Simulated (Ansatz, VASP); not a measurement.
**Two plane-wave programs on Rh**

INCAR

```
SYSTEM = Rh
ALGO = Fast
EDIFF = 1E-6
ENCUT = 520
GGA = PE
ISIF = 2
ISMEAR = 0
LASPH = .True.
LCHARG = .False.
LREAL = .False.
LWAVE = .False.
NBANDS = 14
NELM = 60
PREC = Accurate
SIGMA = 0.15
```

File KPOINTS:

```
k-points
0
Gamma
  22 22 22
  0 0 0
```

File POSCAR:

```
Rh
1.0
    0.0000000000      2.0236769288      2.0236769288
    2.0236769288      0.0000000000      2.0236769288
    2.0236769288      2.0236769288      0.0000000000
Rh
1
Direct
    0.0000000000      0.0000000000      0.0000000000
```

Input for Ansatz:

```yaml
crystal:
  lattice:
    - [0.0, 2.0236769288, 2.0236769288]
    - [2.0236769288, 0.0, 2.0236769288]
    - [2.0236769288, 2.0236769288, 0.0]
  atoms:
    - { symbol: Rh, position: [0.0, 0.0, 0.0] }
basis:
  ecutwfc: 420
kpoints:
  mp_grid: { grid: [22, 22, 22] }
hamiltonian:
  xc: pbe
  pseudopotentials: { kind: paw, azcp: { folder: soft_1 } }
scf:
  occupations: { method: gaussian, width: 0.15 }
  lower_state_search: "off"
output:
  forces: true
  stress: true
  eigenvalues: true
```

Alike in both runs: task single point; functional PBE; k mesh 22 × 22 × 22; occupations gaussian, width 0.15 eV; no spin polarisation.

|  | VASP | Ansatz |
| --- | --- | --- |
| version | VASP 6.6.1 | Ansatz 0.2.0 |
| potentials or method | VASP PAW PBE potentials, release 64 (Rh_pv), cutoff 520 eV | scalar-relativistic, plane waves, PAW |
| valence electrons in the cell | 15 | 17 |

|  | VASP | Ansatz | Ansatz less VASP |
| --- | --- | --- | --- |
| gap on the k mesh at the Fermi level (eV) | none | none | - |
| pressure (GPa) | -27.4 | -27.4 | +0.03 |

A gap of «none» marks a metal or a gap that the smearing closes. VASP's potentials hold 15 valence electrons a cell and Ansatz's 17, so a difference there can come from the potentials and not from the codes.
